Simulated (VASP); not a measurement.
Set up this calculation in VASP 6.6.1, as the native input.

* Task: single point
* Functional: PBE
* Potentials or basis: VASP PAW PBE potentials, release 64 (Si, Ni)
* Cutoff: 520 eV
* k mesh: 10 × 10 × 8
* Occupations: gaussian, width 0.1 eV
* Spin: no spin polarisation
* Dipole correction: no
* Further INCAR settings: ALGO = Normal; EDIFF = 1e-06; NBANDS = 27

The structure of Si2Ni lies in POSCAR:

```
Si2Ni
1.0
    2.6689265620      2.6689265620      0.0000000000
   -2.6689265620      2.6689265620      0.0000000000
    0.0000000000      0.0000000000      5.5934760713
Si Ni
4 2
Direct
    0.0000000000      0.5000000000      0.7500000000
    0.5000000000      0.0000000000      0.7500000000
    0.5000000000      0.0000000000      0.2500000000
    0.0000000000      0.5000000000      0.2500000000
    0.0000000000      0.0000000000      0.0000000000
    0.5000000000      0.5000000000      0.5000000000
```

This cell differs from its parent crystal: biaxial strain in the a-b plane: -2.0 %, then relaxed in part.

One way to write it, as run:

INCAR

```
SYSTEM = Si2Ni
PREC = Accurate
ENCUT = 520
EDIFF = 1E-6
ISMEAR = 0
SIGMA = 0.1
LREAL = .FALSE.
LASPH = .TRUE.
NELM = 100
ALGO = Normal
ISIF = 2
LWAVE = .FALSE.
LCHARG = .FALSE.
GGA = PE
NBANDS = 27
```

KPOINTS

```
regular mesh
0
G
  10 10 8
  0 0 0
```

Potentials or basis: VASP PAW PBE potentials, release 64 (Si, Ni).

The run is started by

```bash
$ cat potpaw_PBE.64/Si/POTCAR potpaw_PBE.64/Ni/POTCAR > POTCAR
$ mpirun -np 1 vasp_std > vasp.out
```

Results of the run:

* Pressure: 1.7 GPa
* Band gap on the k mesh: zero (bands 18 and 19 overlap by 2.03 eV)

Caveat: the cell differs from its parent crystal (biaxial strain in the a-b plane: -2.0 %, then relaxed in part).

Wall time 84 s on 1 thread of Intel(R) Xeon(R) 6975P-C (Granite Rapids) (shared host), peak memory 0.3 GiB.
